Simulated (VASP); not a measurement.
# Ti2B (I4/mcm) in VASP: a series of runs

Ti2B is run at these levels: PBE; tasks: single point.

Program: VASP 6.6.1. These are calculated values, not measurements. Logs are shortened: lines on timing, memory, paths and dates and some standing lists are left out, and cuts for length are marked.

### Step 1. The cell of the first run

Symmetry: I4/mcm, No. 140, tetragonal system. Conventional cell: a = 5.658 Å, b = 5.658 Å, c = 4.737 Å, α = 90.00°, β = 90.00°, γ = 90.00°. Ti (site symmetry m2m) has 4 B at 2.42 Å and 11 Ti at 2.63 to 3.01 Å within 3.2 Å. B (site symmetry 422) has 2 B at 2.37 Å and 8 Ti at 2.42 Å within 3.1 Å.

### Step 2. Single point, PBE

INCAR

```
SYSTEM = Ti2B
ALGO = Normal
EDIFF = 1E-6
ENCUT = 520
GGA = PE
ISIF = 2
ISMEAR = -1
LASPH = .TRUE.
LCHARG = .FALSE.
LREAL = .FALSE.
LWAVE = .FALSE.
NBANDS = 36
NELM = 100
PREC = Accurate
SIGMA = 0.1
```

KPOINTS

```
k-points
0
G
  2 2 2
  0 0 0
```

POSCAR

```
Ti2B
1.0
   -2.8290690000      2.8290690000      2.3682650000
    2.8290690000     -2.8290690000      2.3682650000
    2.8290690000      2.8290690000     -2.3682650000
Ti B
4 2
Direct
    0.6644000000      0.1644000000      0.8288000000
    0.3356000000      0.8356000000      0.1712000000
    0.8356000000      0.6644000000      0.5000000000
    0.1644000000      0.3356000000      0.5000000000
    0.7500000000      0.7500000000      0.0000000000
    0.2500000000      0.2500000000      0.0000000000
```

Potentials or basis: VASP PAW PBE potentials, release 64 (Ti_sv, B).

Started as:

```
cat potpaw_PBE.64/Ti_sv/POTCAR potpaw_PBE.64/B/POTCAR > POTCAR
mpirun -np 1 vasp_std > vasp.out
```

OUTCAR:

```text
SYSTEM = Ti2B
   EDIFF = 1E-6
   ENCUT = 520
   GGA = PE
   ISIF = 2
   ISMEAR = -1
   LASPH = .TRUE.
   LREAL = .FALSE.
   NELM = 100
   PREC = Accurate

 ion  position               nearest neighbor table
   1  0.664  0.164  0.829-   6 2.42   5 2.42   5 2.42   6 2.42   2 2.63   2 2.74   2 2.74
   2  0.336  0.836  0.171-   5 2.42   6 2.42   6 2.42   5 2.42   1 2.63   1 2.74   1 2.74
   3  0.836  0.664  0.500-   6 2.42   5 2.42   5 2.42   6 2.42   4 2.63   4 2.74   4 2.74
   4  0.164  0.336  0.500-   5 2.42   6 2.42   6 2.42   5 2.42   3 2.63   3 2.74   3 2.74
   5  0.750  0.750  0.000-   2 2.42   4 2.42   1 2.42   2 2.42   3 2.42   3 2.42   1 2.42   4 2.42

   6  0.250  0.250  0.000-   3 2.42   2 2.42   1 2.42   2 2.42   4 2.42   4 2.42   3 2.42   1 2.42

  LATTYP: Found a body centered tetragonal cell.
 ALAT       =     5.6581380000
 C/A-ratio  =     0.8371181473

  Lattice vectors:

 A1 = (  -2.8290690000,   2.8290690000,   2.3682650000)
 A2 = (   2.8290690000,  -2.8290690000,   2.3682650000)
 A3 = (   2.8290690000,   2.8290690000,  -2.3682650000)

Analysis of symmetry for initial positions (statically):
=====================================================================
 Subroutine PRICEL returns:
 Original cell was already a primitive cell.

 Routine SETGRP: Setting up the symmetry group for a
 body centered tetragonal supercell.

 Subroutine GETGRP returns: Found 16 space group operations
 (whereof  8 operations were pure point group operations)
 out of a pool of 16 trial point group operations.

The static configuration has the point symmetry C_4h.
 The point group associated with its full space group is D_4h.

Analysis of symmetry for dynamics (positions and initial velocities):
=====================================================================
 Subroutine PRICEL returns:
 Original cell was already a primitive cell.

 Routine SETGRP: Setting up the symmetry group for a
 body centered tetragonal supercell.

 Subroutine GETGRP returns: Found 16 space group operations
 (whereof  8 operations were pure point group operations)
 out of a pool of 16 trial point group operations.

The dynamic configuration has the point symmetry C_4h.
 The point group associated with its full space group is D_4h.

 Subroutine INISYM returns: Found 16 space group operations
 (whereof  8 operations are pure point group operations),
 and found     1 'primitive' translations

----------------------------------------------------------------------------------------

                                     Primitive cell

  volume of cell :      75.8189

  direct lattice vectors                    reciprocal lattice vectors
    -2.829069000  2.829069000  2.368265000     0.000000000  0.176736587  0.211125022
     2.829069000 -2.829069000  2.368265000     0.176736587  0.000000000  0.211125022
     2.829069000  2.829069000 -2.368265000     0.176736587  0.176736587  0.000000000

  length of vectors
     4.649294777  4.649294777  4.649294777     0.275335425  0.275335425  0.249943279

  position of ions in fractional coordinates (direct lattice)
     0.664400000  0.164400000  0.828800000
     0.335600000  0.835600000  0.171200000
     0.835600000  0.664400000  0.500000000
     0.164400000  0.335600000  0.500000000
     0.750000000  0.750000000  0.000000000
     0.250000000  0.250000000  0.000000000

  ion indices of the primitive-cell ions
   primitive index   ion index
                 1           1
                 2           2
                 3           3
                 4           4
                 5           5
                 6           6

----------------------------------------------------------------------------------------

 KPOINTS: k-points

Automatic generation of k-mesh.
 Grid dimensions read from file:
 generate k-points for:    2    2    2

 Generating k-lattice:

  Cartesian coordinates                     Fractional coordinates (reciprocal lattice)
     0.000000000  0.088368294  0.105562511     0.500000000  0.000000000  0.000000000
     0.088368294  0.000000000  0.105562511     0.000000000  0.500000000  0.000000000
     0.088368294  0.088368294  0.000000000     0.000000000  0.000000000  0.500000000

  Length of vectors
     0.137667712  0.137667712  0.124971639

  Shift w.r.t. Gamma in fractional coordinates (k-lattice)
     0.000000000  0.000000000  0.000000000

 Subroutine IBZKPT returns following result:
 ===========================================

 Found      4 irreducible k-points:

 Following reciprocal coordinates:
            Coordinates               Weight
  0.000000  0.000000  0.000000      1.000000
  0.500000 -0.000000  0.000000      4.000000
  0.500000  0.500000  0.000000      2.000000
  0.500000  0.500000  0.500000      1.000000
   k-points           NKPTS =      4   k-points in BZ     NKDIM =      4   number of bands    NBANDS=     36
   number of dos      NEDOS =    301   number of ions     NIONS =      6
   total plane-waves  NPLWV =  46656
   dimension x,y,z NGX =    36 NGY =   36 NGZ =   36
   dimension x,y,z NGXF=    72 NGYF=   72 NGZF=   72
   ions per type =               4   2
   NGX,Y,Z   is equivalent  to a cutoff of  12.87, 12.87, 12.87 a.u.
   NGXF,Y,Z  is equivalent  to a cutoff of  25.75, 25.75, 25.75 a.u.
 SYSTEM =  Ti2B
   PREC   = accura    normal or accurate (medium, high low for compatibility)
   ISTART =      0    job   : 0-new  1-cont  2-samecut
   ICHARG =      2    charge: 1-file 2-atom 10-const
   ISPIN  =      1    spin polarized calculation?
   LNONCOLLINEAR =      F non collinear calculations
   LSORBIT =      F    spin-orbit coupling
   LASPH  =      T    aspherical Exc in radial PAW
   ENCUT  =  520.0 eV  38.22 Ry    6.18 a.u.   8.64  8.64  8.64*2*pi/ulx,y,z
   NELM   =    100;   NELMIN=  2; NELMDL= -5     # of ELM steps
   EDIFF  = 0.1E-05   stopping-criterion for ELM
   LREAL  =      F    real-space projection
   EDIFFG = 0.1E-04   stopping-criterion for IOM
   NSW    =      0    number of steps for IOM
   IBRION =     -1    ionic relax: 0-MD 1-quasi-New 2-CG
   NFREE  =      0    steps in history (QN), initial steepest desc. (CG)
   ISIF   =      2    stress and relaxation
   ISYM   =      2    0-nonsym 1-usesym 2-fastsym
   POTIM  = 0.5000    time-step for ionic-motion
   TEBEG  =    0.0;   TEEND  =   0.0 temperature during run
   PSTRESS=    0.0 pullay stress
   NELECT =      54.0000    total number of electrons
   NUPDOWN=      -1.0000    fix difference up-down
   EMIN   =  10.00;   EMAX   =-10.00  energy-range for DOS
   EFERMI =   0.00;   METHOD = LEGACY
   ISMEAR =    -1;   SIGMA  =   0.10  broadening in eV -4-tet -1-fermi 0-gaus
   EFERMI_NEDOS =   21; number of points for ismear=-14 and -15
   IALGO  =     38    algorithm
   IMIX   =      4    mixing-type and parameters
     AMIX     =   0.40;   BMIX     =  1.00
     AMIX_MAG =   1.60;   BMIX_MAG =  1.00
  volume/ion in A,a.u.               =      12.64        85.28
  Fermi-wavevector in a.u.,A,eV,Ry     =   1.461999  2.762777 29.081636  2.137440
  Thomas-Fermi vector in A             =   2.578264
   LORBIT       =      0    0 simple, 1 ext, 2 COOP (PROOUT), +10 PAW based schemes
   GGA     = PE    functional components
   LHFCALC =     F    Hartree Fock is set to
   AEXX    =    0.0000 exact exchange contribution
   IVDW    =     0    specifies the selected vdW correction
   LEPSILON=     F    determine dielectric tensor
   LRPA    =     F    only Hartree local field effects (RPA)
 non-spin polarized calculation
  energy-cutoff  :      520.00
  volume of cell :       75.82
 maximum number of plane-waves:      2057
 NGX is ok and might be reduce to    36
   NGX = 17   NGY = 17   NGZ = 17

 number of electron      53.9999994 magnetization

 Free energy of the ion-electron system (eV)
  ---------------------------------------------------
  ext. energy  EPLUGINS =         0.00000000
  ---------------------------------------------------
  free energy    TOTEN  =       -47.15946186 eV

  energy without entropy =      -46.91414953  energy(sigma->0) =      -47.03680569

 E-fermi :   8.4528     XC(G=0): -12.1181

 val. band max:        8.4420401959   @ k =   0.0000   0.0000   0.0000
 cond. band min:       8.5630470388   @ k =   0.5000   0.5000   0.0000
 fundamental gap:      0.1210068429
 Fermi energy:         8.4527731831

 k-point     1 :       0.0000    0.0000    0.0000
  band No.  band energies     occupation
      1     -47.7047      2.00000
      2     -47.5895      2.00000
      3     -47.5032      2.00000
      4     -47.5032      2.00000
      5     -24.2174      2.00000
      6     -24.0900      2.00000
[... 28 lines left out ...]
     35      11.8676      0.00000
     36      11.8676      0.00000

 k-point     2 :       0.5000   -0.0000    0.0000
  band No.  band energies     occupation
      1     -47.6103      2.00000
      2     -47.6103      2.00000
      3     -47.5409      2.00000
      4     -47.5409      2.00000
      5     -24.2496      2.00000
      6     -24.2496      2.00000
[... 28 lines left out ...]
     35      11.9053      0.00000
     36      11.9124      0.00000

 k-point     3 :       0.5000    0.5000    0.0000
  band No.  band energies     occupation
      1     -47.6554      2.00000
      2     -47.5855      2.00000
      3     -47.5574      2.00000
      4     -47.5035      2.00000
      5     -24.1765      2.00000
      6     -24.1086      2.00000
[... 28 lines left out ...]
     35      12.0472      0.00000
     36      12.3298      0.00000

 k-point     4 :       0.5000    0.5000    0.5000
  band No.  band energies     occupation
      1     -47.5851      2.00000
      2     -47.5851      2.00000
      3     -47.5686      2.00000
      4     -47.5636      2.00000
      5     -24.2445      2.00000
      6     -24.2295      2.00000
[... 28 lines left out ...]
     35      11.6047      0.00000
     36      12.1142      0.00000

------------------------ aborting loop because EDIFF is reached ----------------------------------------

  FORCE on cell =-STRESS in cart. coord.  units (eV):
  Direction    XX          YY          ZZ          XY          YZ          ZX
  --------------------------------------------------------------------------------------
  -------------------------------------------------------------------------------------
  Total       -1.4669666     -1.4669666      1.7953504      0.0000000     -0.0000000      0.0000000
  in kB      -30.9994112    -30.9994112     37.9387002      0.0000000     -0.0000000      0.0000000
  external PRESSURE =      -8.0200407 kB  Pullay stress =       0.0000000 kB

 VOLUME and BASIS-vectors are now :
 -----------------------------------------------------------------------------
  energy-cutoff  :      520.00
  volume of cell :       75.82
      direct lattice vectors                 reciprocal lattice vectors
    -2.829069000  2.829069000  2.368265000     0.000000000  0.176736587  0.211125022
     2.829069000 -2.829069000  2.368265000     0.176736587  0.000000000  0.211125022
     2.829069000  2.829069000 -2.368265000     0.176736587  0.176736587  0.000000000

 POSITION                                       TOTAL-FORCE (eV/Angst)
 -----------------------------------------------------------------------------------
      0.93020      3.75927      0.00000         0.111982      0.111982      0.000000
      1.89887     -0.93020      2.36827        -0.111982     -0.111982     -0.000000
      0.93020      1.89887      2.36827         0.111982     -0.111982     -0.000000
      1.89887      0.93020      0.00000        -0.111982      0.111982     -0.000000
      0.00000      0.00000      3.55240         0.000000     -0.000000      0.000000
      0.00000      0.00000      1.18413         0.000000     -0.000000      0.000000
 -----------------------------------------------------------------------------------
    total drift:                               -0.000000     -0.000000      0.000000

  FREE ENERGIE OF THE ION-ELECTRON SYSTEM (eV)
  ---------------------------------------------------
  free  energy   TOTEN  =       -47.1594618592 eV

  energy  without entropy=      -46.9141495288  energy(sigma->0) =      -47.03680569
```

Wall time 9.4 s (1 thread of Intel Xeon 6975P-C (Granite Rapids), shared host); peak memory 0.19 GiB.

What came out:

```
Free energy            : -47.1595 eV
Pressure               : -0.8 GPa
Largest force          : 0.158 eV/Å
Band gap on the k mesh : zero (band 27 reaches 9.06 eV, above the bottom of band 28 at 8.42 eV)
```

Forces in eV/Å, atoms in the order of the input:
```
Ti   0.112  0.112  0.000
Ti  -0.112 -0.112  0.000
Ti   0.112 -0.112  0.000
Ti  -0.112  0.112  0.000
B    0.000  0.000  0.000
B    0.000  0.000  0.000
```

Levels at points of the mesh, in eV from the Fermi level:
```csv
k point,band 23,band 24,band 25,band 26,band 27,band 28,band 29,band 30,band 31,band 32
"(0.00, 0.00, 0.00)",-1.17,-0.82,-0.82,-0.82,-0.82,-0.01,1.34,1.69,1.80,2.37
"(0.50, 0.00, 0.00)",-0.48,-0.48,-0.35,-0.35,-0.03,-0.03,0.52,0.52,2.20,2.20
"(0.50, 0.50, 0.00)",-1.25,-1.22,-0.98,-0.76,-0.41,0.11,1.42,1.63,1.74,2.28
"(0.50, 0.50, 0.50)",-1.59,-1.10,-0.62,-0.07,0.60,0.67,0.92,0.92,1.61,2.08
```

Caveat: the k points lie up to 0.86 Å⁻¹ apart.

### Step 3. Single point, PBE

INCAR

```
PREC = Accurate ; ENCUT = 520
EDIFF = 1E-6 ; ISMEAR = -1
SIGMA = 0.1 ; LREAL = False
LASPH = True ; NELM = 80
ALGO = Normal ; ISIF = 2
LWAVE = False ; LCHARG = False
GGA = PE ; NBANDS = 36
```

KPOINTS

```
Automatic mesh
0
Gamma
  3 3 3
```

POSCAR is that of step 2.

Potentials or basis: VASP PAW PBE potentials, release 64 (Ti_sv, B).

Started as:

```
cat potpaw_PBE.64/Ti_sv/POTCAR potpaw_PBE.64/B/POTCAR > POTCAR
mpirun -np 1 vasp_std > vasp.out
```

Run time: 11 s. Hardware: 1 thread of Intel Xeon 6975P-C (Granite Rapids), shared host; peak memory 0.2 GiB.

Results (log left out):

- Free energy: -47.3475 eV
- Pressure: 0.3 GPa
- Band gap on the k mesh: zero (band 27 reaches 9.22 eV, above the bottom of band 28 at 8.30 eV)

Forces in eV/Å, atoms in the order of the input:
```
Ti  -0.002 -0.002  0.000
Ti   0.002  0.002  0.000
Ti  -0.002  0.002  0.000
Ti   0.002 -0.002  0.000
B    0.000  0.000  0.000
B    0.000  0.000  0.000
```

Stress tensor (GPa, compression positive):
```
0.41 0.00 0.00
0.00 0.41 0.00
0.00 0.00 0.08
```

Levels at points of the mesh, in eV from the Fermi level:
| k point | band 25 | band 26 | band 27 | band 28 | band 29 | band 30 |
| --- | --- | --- | --- | --- | --- | --- |
| (0.00, 0.00, 0.00) | -0.85 | -0.82 | -0.82 | -0.03 | 1.29 | 1.71 |

Caveat: the k points lie up to 0.58 Å⁻¹ apart.

### Step 4. Single point, PBE

INCAR

```
SYSTEM = Ti2B
  PREC = Accurate
  ENCUT = 520
  EDIFF = 1E-6
  ISMEAR = -1
  SIGMA = 0.1
  LREAL = .FALSE.
  LASPH = .TRUE.
  NELM = 80
  ALGO = Normal
  ISIF = 2
  LWAVE = .FALSE.
  LCHARG = .FALSE.
  GGA = PE
  NBANDS = 36
```

KPOINTS

```
regular mesh
0
G
  4 4 4
  0 0 0
```

POSCAR is that of step 3.

Started as:

```
cat potpaw_PBE.64/Ti_sv/POTCAR potpaw_PBE.64/B/POTCAR > POTCAR
mpirun -np 1 vasp_std > vasp.out
```

Wall time 21 s (1 thread of Intel Xeon 6975P-C (Granite Rapids), shared host); peak memory 0.2 GiB.

Results (log left out):

| Item | Value |
| --- | --- |
| Free energy | -47.2271 eV |
| Pressure | 0.7 GPa |
| Largest force | 0.242 eV/Å |
| Band gap on the k mesh | zero (band 27 reaches 9.05 eV, above the bottom of band 28 at 8.13 eV) |

Forces in eV/Å, atoms in the order of the input:
```
Ti   0.171  0.171  0.000
Ti  -0.171 -0.171  0.000
Ti   0.171 -0.171  0.000
Ti  -0.171  0.171  0.000
B    0.000  0.000  0.000
B    0.000  0.000  0.000
```

Stress tensor (GPa, compression positive):
```
0.11 0.00 0.00
0.00 0.11 0.00
0.00 0.00 1.92
```

Levels at points of the mesh, in eV from the Fermi level:
```tsv
k point	band 24	band 25	band 26	band 27	band 28	band 29	band 30	band 31
(0.00, 0.00, 0.00)	-0.80	-0.80	-0.79	-0.79	0.01	1.35	1.73	1.83
(0.50, 0.00, 0.00)	-0.44	-0.33	-0.33	0.00	0.00	0.56	0.56	2.22
(0.50, 0.50, 0.00)	-1.18	-0.94	-0.74	-0.39	0.14	1.43	1.64	1.76
(0.50, 0.50, 0.50)	-1.07	-0.58	-0.05	0.64	0.69	0.94	0.94	1.64
```

Caveat: the k points lie up to 0.43 Å⁻¹ apart.

### Step 5. Summary

```csv
k mesh,gap on the mesh (eV),pressure (GPa),largest force (eV/Å)
2 × 2 × 2,none,-0.8,0.16
3 × 3 × 3,none,0.3,-
4 × 4 × 4,none,0.7,0.24
```

Alike in all rows: task single point; level PBE; potentials or basis VASP PAW PBE potentials, release 64 (Ti_sv, B); no spin polarisation; cell as given; cutoff (eV) 520; smearing fermi-dirac 0.1 eV.

Caveats: all runs use coarse meshes.

Total energies depend on the potentials used, so only differences within one code and one set of settings carry meaning.
